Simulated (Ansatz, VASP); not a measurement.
**Two plane-wave programs on HfO2**

```
Hf O
1.0
     0.02770    2.58604    2.60090
     2.60683    0.02107    2.60752
     2.63029    2.61612   -0.00238
Hf O
1 2
Direct
  0.99596 0.99565 0.00356
  0.25805 0.24430 0.24401
  0.74600 0.76006 0.75242
```

Change from the starting cell: all atoms moved at random, cell strained at random.

Alike in both runs: task single point; functional PBEsol; k mesh 8 × 8 × 8; occupations gaussian, width 0.02 eV; no spin polarisation.

|  | VASP | Ansatz |
| --- | --- | --- |
| version | VASP 6.6.1 | Ansatz 0.2.0 |
| potentials or method | VASP PAW PBE potentials, release 64 (Hf_pv, O), cutoff 520 eV | scalar-relativistic, plane waves, PAW |
| valence electrons in the cell | 22 | 38 |

|  | VASP | Ansatz | Ansatz less VASP |
| --- | --- | --- | --- |
| gap on the k mesh at the Fermi level (eV) | 3.44 | 3.44 | +0.002 |
| least direct gap on the mesh (eV) | 3.45 | 3.45 | +0.002 |
| pressure (GPa) | -22.6 | -19.6 | +2.96 |
| traceless stress, the component that is largest in VASP (GPa) | 1.45 | 1.43 | -0.019 |
| rms of the force components (eV/Å) | 0.227 | 0.231 | +0.0048 |

VASP's potentials were made for PBE, not for PBEsol. Atom by atom the forces differ by 0.008 eV/Å (rms over components). The functional is the same, so the differences come from potentials, cutoffs and numerics. VASP's potentials hold 22 valence electrons a cell and Ansatz's 38, so a difference there can come from the potentials and not from the codes.

Spin-orbit coupling is off throughout.
